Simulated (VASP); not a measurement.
# GaN (Fm-3m) in VASP: a series of runs

GaN is run at these levels: PBEsol; tasks: electric field gradients.

Program: VASP 6.6.1. These are calculated values, not measurements. Logs are shortened: lines on timing, memory, paths and dates and some standing lists are left out, and cuts for length are marked.

## 1. The cell of the first run

The structure is cubic, space group Fm-3m (No. 225). The conventional cell has a = 4.037 Å, b = 4.037 Å, c = 4.037 Å, α = 90.00°, β = 90.00°, γ = 90.00°. Ga (site symmetry m-3m) has 6 N at 2.02 Å within 2.7 Å. Within 2.7 Å of N (site symmetry m-3m) lie 6 Ga at 2.02 Å.

## 2. Electric field gradients, PBEsol (volume scaled by 1.04)

The input, INCAR:

```
PREC = Accurate
ENCUT = 520
EDIFF = 1E-8
ISMEAR = -1
SIGMA = 0.02
LREAL = F
LASPH = T
NELM = 60
ALGO = Normal
ISIF = 2
LWAVE = F
LCHARG = F
GGA = PS
LEFG = T
NBANDS = 16
```

The input, KPOINTS:

```
Automatic mesh
0
Gamma
  13 13 13
```

The input, POSCAR:

```
GaN
1.0
    0.0000000000      2.0187201121      2.0187201121
    2.0187201121      0.0000000000      2.0187201121
    2.0187201121      2.0187201121      0.0000000000
Ga N
1 1
Direct
    0.5000000000      0.5000000000      0.5000000000
    0.0000000000      0.0000000000      0.0000000000
```

Potentials or basis: VASP PAW PBE potentials, release 64 (Ga_d, N).

On the command line:

```console
> cat potpaw_PBE.64/Ga_d/POTCAR potpaw_PBE.64/N/POTCAR > POTCAR
> mpirun -np 1 vasp_std > vasp.out
```

OUTCAR:

```text
PREC = Accurate
   ENCUT = 520
   EDIFF = 1E-8
   ISMEAR = -1
   LREAL = F
   LASPH = T
   NELM = 60
   ISIF = 2
   GGA = PS

 ion  position               nearest neighbor table
   1  0.500  0.500  0.500-   2 2.02   2 2.02   2 2.02   2 2.02   2 2.02   2 2.02
   2  0.000  0.000  0.000-   1 2.02   1 2.02   1 2.02   1 2.02   1 2.02   1 2.02

  LATTYP: Found a face centered cubic cell.
 ALAT       =     4.0374402242

  Lattice vectors:

 A1 = (   0.0000000000,   2.0187201121,   2.0187201121)
 A2 = (   2.0187201121,   0.0000000000,   2.0187201121)
 A3 = (   2.0187201121,   2.0187201121,   0.0000000000)

Analysis of symmetry for initial positions (statically):
=====================================================================
 Subroutine PRICEL returns:
 Original cell was already a primitive cell.

 Routine SETGRP: Setting up the symmetry group for a
 face centered cubic supercell.

 Subroutine GETGRP returns: Found 48 space group operations
 (whereof 48 operations were pure point group operations)
 out of a pool of 48 trial point group operations.

The static configuration has the point symmetry O_h .

Analysis of symmetry for dynamics (positions and initial velocities):
=====================================================================
 Subroutine PRICEL returns:
 Original cell was already a primitive cell.

 Routine SETGRP: Setting up the symmetry group for a
 face centered cubic supercell.

 Subroutine GETGRP returns: Found 48 space group operations
 (whereof 48 operations were pure point group operations)
 out of a pool of 48 trial point group operations.

The dynamic configuration has the point symmetry O_h .

 Subroutine INISYM returns: Found 48 space group operations
 (whereof 48 operations are pure point group operations),
 and found     1 'primitive' translations

----------------------------------------------------------------------------------------

                                     Primitive cell

  volume of cell :      16.4535

  direct lattice vectors                    reciprocal lattice vectors
     0.000000000  2.018720112  2.018720112    -0.247681686  0.247681686  0.247681686
     2.018720112  0.000000000  2.018720112     0.247681686 -0.247681686  0.247681686
     2.018720112  2.018720112  0.000000000     0.247681686  0.247681686 -0.247681686

  length of vectors
     2.854901361  2.854901361  2.854901361     0.428997263  0.428997263  0.428997263

  position of ions in fractional coordinates (direct lattice)
     0.500000000  0.500000000  0.500000000
     0.000000000  0.000000000  0.000000000

  ion indices of the primitive-cell ions
   primitive index   ion index
                 1           1
                 2           2

----------------------------------------------------------------------------------------

 KPOINTS: Automatic mesh

Automatic generation of k-mesh.
 Grid dimensions read from file:
 generate k-points for:   13   13   13

 Generating k-lattice:

  Cartesian coordinates                     Fractional coordinates (reciprocal lattice)
    -0.019052437  0.019052437  0.019052437     0.076923077  0.000000000  0.000000000
     0.019052437 -0.019052437  0.019052437     0.000000000  0.076923077  0.000000000
     0.019052437  0.019052437 -0.019052437     0.000000000  0.000000000  0.076923077

  Length of vectors
     0.032999789  0.032999789  0.032999789

  Shift w.r.t. Gamma in fractional coordinates (k-lattice)
     0.000000000  0.000000000  0.000000000

 Subroutine IBZKPT returns following result:
 ===========================================

 Found     84 irreducible k-points:

 Following reciprocal coordinates:
            Coordinates               Weight
  0.000000  0.000000  0.000000      1.000000
  0.076923  0.000000  0.000000      8.000000
  0.153846  0.000000  0.000000      8.000000
  0.230769  0.000000  0.000000      8.000000
  0.307692  0.000000  0.000000      8.000000
  0.384615  0.000000  0.000000      8.000000
[... 16 lines left out ...]
  0.384615  0.153846  0.000000     24.000000
  0.461538  0.153846  0.000000     24.000000
 [... further k-points ...]
   k-points           NKPTS =     84   k-points in BZ     NKDIM =     84   number of bands    NBANDS=     16
   number of dos      NEDOS =    301   number of ions     NIONS =      2
   total plane-waves  NPLWV =  13824
   dimension x,y,z NGX =    24 NGY =   24 NGZ =   24
   dimension x,y,z NGXF=    48 NGYF=   48 NGZF=   48
   ions per type =               1   1
   NGX,Y,Z   is equivalent  to a cutoff of  13.98, 13.98, 13.98 a.u.
   NGXF,Y,Z  is equivalent  to a cutoff of  27.95, 27.95, 27.95 a.u.
 SYSTEM =  unknown system
   PREC   = accura    normal or accurate (medium, high low for compatibility)
   ISTART =      0    job   : 0-new  1-cont  2-samecut
   ICHARG =      2    charge: 1-file 2-atom 10-const
   ISPIN  =      1    spin polarized calculation?
   LNONCOLLINEAR =      F non collinear calculations
   LSORBIT =      F    spin-orbit coupling
   LASPH  =      T    aspherical Exc in radial PAW
   ENCUT  =  520.0 eV  38.22 Ry    6.18 a.u.   5.31  5.31  5.31*2*pi/ulx,y,z
   NELM   =     60;   NELMIN=  2; NELMDL= -5     # of ELM steps
   EDIFF  = 0.1E-07   stopping-criterion for ELM
   LREAL  =      F    real-space projection
   EDIFFG = 0.1E-06   stopping-criterion for IOM
   NSW    =      0    number of steps for IOM
   IBRION =     -1    ionic relax: 0-MD 1-quasi-New 2-CG
   NFREE  =      0    steps in history (QN), initial steepest desc. (CG)
   ISIF   =      2    stress and relaxation
   ISYM   =      2    0-nonsym 1-usesym 2-fastsym
   POTIM  = 0.5000    time-step for ionic-motion
   TEBEG  =    0.0;   TEEND  =   0.0 temperature during run
   PSTRESS=    0.0 pullay stress
   NELECT =      18.0000    total number of electrons
   NUPDOWN=      -1.0000    fix difference up-down
   EMIN   =  10.00;   EMAX   =-10.00  energy-range for DOS
   EFERMI =   0.00;   METHOD = LEGACY
   ISMEAR =    -1;   SIGMA  =   0.02  broadening in eV -4-tet -1-fermi 0-gaus
   EFERMI_NEDOS =   21; number of points for ismear=-14 and -15
   IALGO  =     38    algorithm
   IMIX   =      4    mixing-type and parameters
     AMIX     =   0.40;   BMIX     =  1.00
     AMIX_MAG =   1.60;   BMIX_MAG =  1.00
  volume/ion in A,a.u.               =       8.23        55.52
  Fermi-wavevector in a.u.,A,eV,Ry     =   1.686862  3.187707 38.715425  2.845503
  Thomas-Fermi vector in A             =   2.769451
   LORBIT       =      0    0 simple, 1 ext, 2 COOP (PROOUT), +10 PAW based schemes
   GGA     = PS    functional components
   LHFCALC =     F    Hartree Fock is set to
   AEXX    =    0.0000 exact exchange contribution
   IVDW    =     0    specifies the selected vdW correction
   LEPSILON=     F    determine dielectric tensor
   LRPA    =     F    only Hartree local field effects (RPA)
 non-spin polarized calculation
  energy-cutoff  :      520.00
  volume of cell :       16.45
 maximum number of plane-waves:       459
 NGX is ok and might be reduce to    24
   NGX = 11   NGY = 11   NGZ = 11

 number of electron      18.0000004 magnetization

 Free energy of the ion-electron system (eV)
  ---------------------------------------------------
  ext. energy  EPLUGINS =         0.00000000
  ---------------------------------------------------
  free energy    TOTEN  =       -11.98221120 eV

  energy without entropy =      -11.98221120  energy(sigma->0) =      -11.98221120

 E-fermi :  10.0937     XC(G=0): -14.0892

 val. band max:        9.6094197269   @ k =  -0.2308   0.1538   0.0000
 cond. band min:      11.1471714972   @ k =   0.4615   0.4615   0.0000
 fundamental gap:      1.5377517703
 Fermi energy:        10.0936978422

 k-point     1 :       0.0000    0.0000    0.0000
  band No.  band energies     occupation
      1      -9.1966      2.00000
      2      -4.3232      2.00000
      3      -4.3232      2.00000
      4      -4.3232      2.00000
      5      -4.1843      2.00000
      6      -4.1843      2.00000
[... 8 lines left out ...]
     15      27.4053      0.00000
     16      27.4053      0.00000

 k-point     2 :       0.0769    0.0000    0.0000
  band No.  band energies     occupation
      1      -9.0630      2.00000
      2      -4.3325      2.00000
      3      -4.3139      2.00000
      4      -4.3139      2.00000
      5      -4.1986      2.00000
      6      -4.1986      2.00000
[... 8 lines left out ...]
     15      27.0014      0.00000
     16      27.0014      0.00000

 k-point     3 :       0.1538    0.0000    0.0000
  band No.  band energies     occupation
      1      -8.6695      2.00000
      2      -4.3592      2.00000
      3      -4.3199      2.00000
      4      -4.3199      2.00000
      5      -4.2056      2.00000
      6      -4.2056      2.00000
[... 8 lines left out ...]
     15      27.2012      0.00000
     16      27.2012      0.00000

 k-point     4 :       0.2308    0.0000    0.0000
  band No.  band energies     occupation
      1      -8.0376      2.00000
      2      -4.4012      2.00000
      3      -4.3867      2.00000
      4      -4.3867      2.00000
      5      -4.1555      2.00000
      6      -4.1555      2.00000
[... 8 lines left out ...]
     15      28.2787      0.00000
     16      28.2787      0.00000

 k-point     5 :       0.3077    0.0000    0.0000
  band No.  band energies     occupation
      1      -7.2156      2.00000
      2      -4.4713      2.00000
      3      -4.4713      2.00000
      4      -4.4605      2.00000
      5      -4.0864      2.00000
      6      -4.0864      2.00000
[... 8 lines left out ...]
     15      29.8885      0.00000
     16      29.8885      0.00000

 k-point     6 :       0.3846    0.0000    0.0000
  band No.  band energies     occupation
      1      -6.3057      2.00000
      2      -4.5549      2.00000
      3      -4.5426      2.00000
      4      -4.5426      2.00000
      5      -4.0262      2.00000
      6      -4.0262      2.00000
[... 8 lines left out ...]
     15      31.8905      0.00000
     16      31.8905      0.00000
[... 267 lines left out ...]
 k-point    21 :       0.2308    0.1538    0.0000
  band No.  band energies     occupation
      1      -8.0922      2.00000
      2      -4.4160      2.00000
      3      -4.3940      2.00000
      4      -4.2482      2.00000
      5      -4.1966      2.00000
      6      -4.1174      2.00000
[... 8 lines left out ...]
     15      31.2609      0.00000
     16      31.7618      0.00000

 k-point    22 :       0.3077    0.1538    0.0000
  band No.  band energies     occupation
      1      -7.4851      2.00000
      2      -4.4721      2.00000
      3      -4.4104      2.00000
      4      -4.2981      2.00000
      5      -4.0902      2.00000
      6      -4.0568      2.00000
[... 8 lines left out ...]
     15      31.2613      0.00000
     16      32.5021      0.00000

 k-point    23 :       0.3846    0.1538    0.0000
  band No.  band energies     occupation
      1      -6.7992      2.00000
      2      -4.5380      2.00000
      3      -4.3806      2.00000
      4      -4.3718      2.00000
      5      -4.0025      2.00000
      6      -3.9138      2.00000
[... 8 lines left out ...]
     15      31.5208      0.00000
     16      33.8668      0.00000

 k-point    24 :       0.4615    0.1538    0.0000
  band No.  band energies     occupation
      1      -6.2098      2.00000
      2      -4.5996      2.00000
      3      -4.4440      2.00000
      4      -4.3253      2.00000
      5      -3.9753      2.00000
      6      -3.6415      2.00000
[... 8 lines left out ...]
     15      31.8886      0.00000
     16      35.1503      0.00000

 [... further k-points ...]
[... 5 lines left out ...]
  --------------------------------------------------------------------------------------
  -------------------------------------------------------------------------------------
  Total        4.3336580      4.3336580      4.3336580      0.0000000      0.0000000     -0.0000000
  in kB      421.9945975    421.9945975    421.9945975      0.0000000      0.0000000     -0.0000000
  external PRESSURE =     421.9945975 kB  Pullay stress =       0.0000000 kB

 VOLUME and BASIS-vectors are now :
 -----------------------------------------------------------------------------
  energy-cutoff  :      520.00
  volume of cell :       16.45
      direct lattice vectors                 reciprocal lattice vectors
     0.000000000  2.018720112  2.018720112    -0.247681686  0.247681686  0.247681686
     2.018720112  0.000000000  2.018720112     0.247681686 -0.247681686  0.247681686
     2.018720112  2.018720112  0.000000000     0.247681686  0.247681686 -0.247681686

 POSITION                                       TOTAL-FORCE (eV/Angst)
 -----------------------------------------------------------------------------------
      2.01872      2.01872      2.01872        -0.000000      0.000000      0.000000
      0.00000      0.00000      0.00000         0.000000     -0.000000     -0.000000
 -----------------------------------------------------------------------------------
    total drift:                                0.000000     -0.000000      0.000000

  FREE ENERGIE OF THE ION-ELECTRON SYSTEM (eV)
  ---------------------------------------------------
  free  energy   TOTEN  =       -11.9822111974 eV

  energy  without entropy=      -11.9822111974  energy(sigma->0) =      -11.98221120

 Electric field gradients (V/A^2)
---------------------------------------------------------------------
 ion       V_xx      V_yy      V_zz      V_xy      V_xz      V_yz
---------------------------------------------------------------------
   1       0.000     0.000    -0.000    -0.001    -0.001    -0.001
   2      -0.000    -0.000    -0.000    -0.000    -0.000    -0.000
---------------------------------------------------------------------

 Electric field gradients after diagonalization (V/A^2)
 (convention: |V_zz| > |V_xx| > |V_yy|)
----------------------------------------------------------------------
 ion       V_xx      V_yy      V_zz     asymmetry (V_yy - V_xx)/ V_zz
----------------------------------------------------------------------
   1       0.001     0.001    -0.002       0.000
   2       0.000     0.000    -0.001       0.000
----------------------------------------------------------------------

           NMR quadrupolar parameters

 Cq : quadrupolar parameter    Cq=e*Q*V_zz/h
 eta: asymmetry parameters     (V_yy - V_xx)/ V_zz
 Q  : nuclear electric quadrupole moment in mb (millibarn)
----------------------------------------------------------------------
 ion       Cq(MHz)       eta       Q (mb)
----------------------------------------------------------------------
   1      -0.000       0.000       1.000
   2      -0.000       0.000       1.000
----------------------------------------------------------------------
```

Wall time 8.7 s (1 thread of Intel Xeon 6975P-C (Granite Rapids), shared host); peak memory 0.15 GiB.

Results:

```yaml
Free_energy: -11.9822 eV
Pressure: 42.2 GPa
Band_gap_on_the_k_mesh: 1.54 eV, indirect (least direct gap 4.63 eV)
```

Caveat: without QUAD_EFG the Cq values of the log hold for a quadrupole moment of 1 mb, not for the nuclei; the PAW data sets were made with another functional, which shifts forces and pressure a little. A k mesh can miss the band edges.

## 3. Electric field gradients, PBEsol (volume scaled by 1.04)

The input, INCAR:

```
SYSTEM = GaN
PREC = Accurate
ENCUT = 520
EDIFF = 1E-8
ISMEAR = -1
SIGMA = 0.02
LREAL = .FALSE.
LASPH = .TRUE.
NELM = 80
ALGO = Normal
ISIF = 2
LWAVE = .FALSE.
LCHARG = .FALSE.
GGA = PS
LEFG = .TRUE.
NBANDS = 16
```

The input, KPOINTS:

```
Automatic mesh
0
G
  13 13 13
  0 0 0
```

POSCAR is that of step 2.

Potentials or basis: VASP PAW PBE potentials, release 64 (Ga_d, N).

On the command line:

```console
> cat potpaw_PBE.64/Ga_d/POTCAR potpaw_PBE.64/N/POTCAR > POTCAR
> mpirun -np 1 vasp_std > vasp.out
```

OUTCAR:

```text
SYSTEM = GaN
   PREC = Accurate
   ENCUT = 520
   EDIFF = 1E-8
   ISMEAR = -1
   LREAL = .FALSE.
   LASPH = .TRUE.
   NELM = 80
   ISIF = 2
   GGA = PS

 ion  position               nearest neighbor table
   1  0.500  0.500  0.500-   2 2.02   2 2.02   2 2.02   2 2.02   2 2.02   2 2.02
   2  0.000  0.000  0.000-   1 2.02   1 2.02   1 2.02   1 2.02   1 2.02   1 2.02

  LATTYP: Found a face centered cubic cell.
 ALAT       =     4.0374402242

  Lattice vectors:

 A1 = (   0.0000000000,   2.0187201121,   2.0187201121)
[... 669 lines left out ...]
  ---------------------------------------------------
  free  energy   TOTEN  =       -11.9822111974 eV

  energy  without entropy=      -11.9822111974  energy(sigma->0) =      -11.98221120

 Electric field gradients (V/A^2)
---------------------------------------------------------------------
 ion       V_xx      V_yy      V_zz      V_xy      V_xz      V_yz
---------------------------------------------------------------------
   1       0.000     0.000    -0.000    -0.001    -0.001    -0.001
   2      -0.000    -0.000    -0.000    -0.000    -0.000    -0.000
---------------------------------------------------------------------

 Electric field gradients after diagonalization (V/A^2)
 (convention: |V_zz| > |V_xx| > |V_yy|)
----------------------------------------------------------------------
 ion       V_xx      V_yy      V_zz     asymmetry (V_yy - V_xx)/ V_zz
----------------------------------------------------------------------
   1       0.001     0.001    -0.002       0.000
   2       0.000     0.000    -0.001       0.000
----------------------------------------------------------------------

           NMR quadrupolar parameters

 Cq : quadrupolar parameter    Cq=e*Q*V_zz/h
 eta: asymmetry parameters     (V_yy - V_xx)/ V_zz
 Q  : nuclear electric quadrupole moment in mb (millibarn)
----------------------------------------------------------------------
 ion       Cq(MHz)       eta       Q (mb)
----------------------------------------------------------------------
   1      -0.000       0.000       1.000
   2      -0.000       0.000       1.000
----------------------------------------------------------------------
```

stdout:

```text
POSCAR found type information on POSCAR GaN
 POSCAR found :  2 types and       2 ions
 scaLAPACK will be used
 -----------------------------------------------------------------------------
|                                                                             |
|                                                                             |
|     You enforced a specific xc type in the INCAR file but a different       |
|     I HOPE YOU KNOW WHAT YOU ARE DOING!                                     |
|                                                                             |
 -----------------------------------------------------------------------------

 LDA part: xc-table for (Slater+PW92), standard interpolation
 POSCAR, INCAR and KPOINTS ok, starting setup
 FFT: planning ... GRIDC
 FFT: planning ... GRID_SOFT
 FFT: planning ... GRID
 WAVECAR not read
 entering main loop
ion   1

ion   2
```

Run time: 8.8 s. Hardware: 1 thread of Intel Xeon 6975P-C (Granite Rapids), shared host; peak memory 0.15 GiB.

What came out:

| Property | Result |
| --- | --- |
| Free energy | -11.9822 eV |
| Pressure | 42.2 GPa |
| Band gap on the k mesh | 1.54 eV, indirect (least direct gap 4.63 eV) |

Levels at points of the mesh, in eV from the valence-band top:
| k point | band 5 | band 6 | band 7 | band 8 | band 9 | band 10 | band 11 | band 12 | band 13 | band 14 |
| --- | --- | --- | --- | --- | --- | --- | --- | --- | --- | --- |
| (0.00, 0.00, 0.00) | -13.79 | -13.79 | -0.70 | -0.70 | -0.70 | 3.93 | 15.45 | 15.45 | 15.45 | 16.34 |

Caveat: without QUAD_EFG the Cq values of the log hold for a quadrupole moment of 1 mb, not for the nuclei; the PAW data sets were made with another functional, which shifts forces and pressure a little. A k mesh can miss the band edges.
